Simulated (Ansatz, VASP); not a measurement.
Si in VASP and in Ansatz

Contents of INCAR:

```
SYSTEM = Si
  PREC = Accurate
  ENCUT = 520
  EDIFF = 1E-7
  ISMEAR = 0
  SIGMA = 0.02
  LREAL = .False.
  LASPH = .True.
  NELM = 100
  ALGO = Normal
  ISIF = 2
  LWAVE = .False.
  LCHARG = .False.
  GGA = PS
  NBANDS = 11
```

File KPOINTS:

```
Automatic mesh
0
Gamma
  12 12 12
  0 0 0
```

POSCAR

```
Si
1.0
    0.0000000000      2.7167528090      2.7167528090
    2.7167528090      0.0000000000      2.7167528090
    2.7167528090      2.7167528090      0.0000000000
Si
2
Direct
    0.5000000000      0.5000000000      0.5000000000
    0.7500000000      0.7500000000      0.7500000000
```

Input for Ansatz:

```yaml
crystal:
  lattice:
    - [0.0, 2.716752809, 2.716752809]
    - [2.716752809, 0.0, 2.716752809]
    - [2.716752809, 2.716752809, 0.0]
  atoms:
    - { symbol: Si, position: [0.5, 0.5, 0.5] }
    - { symbol: Si, position: [0.75, 0.75, 0.75] }
basis:
  ecutwfc: 420
kpoints:
  mp_grid: { grid: [12, 12, 12] }
hamiltonian:
  xc: pbesol
scf:
  occupations: { method: gaussian, width: 0.02 }
output:
  eigenvalues: true
  states_by_energy: {}
checkpoint:
  read: start.run
  write: ck
  compress: false
  write_wavefunctions: false
  write_every: 100000
```

Alike in both runs: task single point; functional PBEsol; k mesh 12 × 12 × 12; occupations gaussian, width 0.02 eV; no spin polarisation.

|  | VASP | Ansatz |
| --- | --- | --- |
| version | VASP 6.6.1 | Ansatz 0.2.0 |
| potentials or method | VASP PAW PBE potentials, release 64 (Si), cutoff 520 eV | scalar-relativistic, plane waves, PAW |
| valence electrons in the cell | 8 | 8 |

|  | VASP | Ansatz | Ansatz less VASP |
| --- | --- | --- | --- |
| gap on the k mesh at the Fermi level (eV) | 0.46 | 0.46 | +0.005 |
| least direct gap on the mesh (eV) | 2.52 | 2.52 | +0.003 |

VASP's potentials were made for PBE, not for PBEsol. The functional is the same, so the differences come from potentials, cutoffs and numerics.
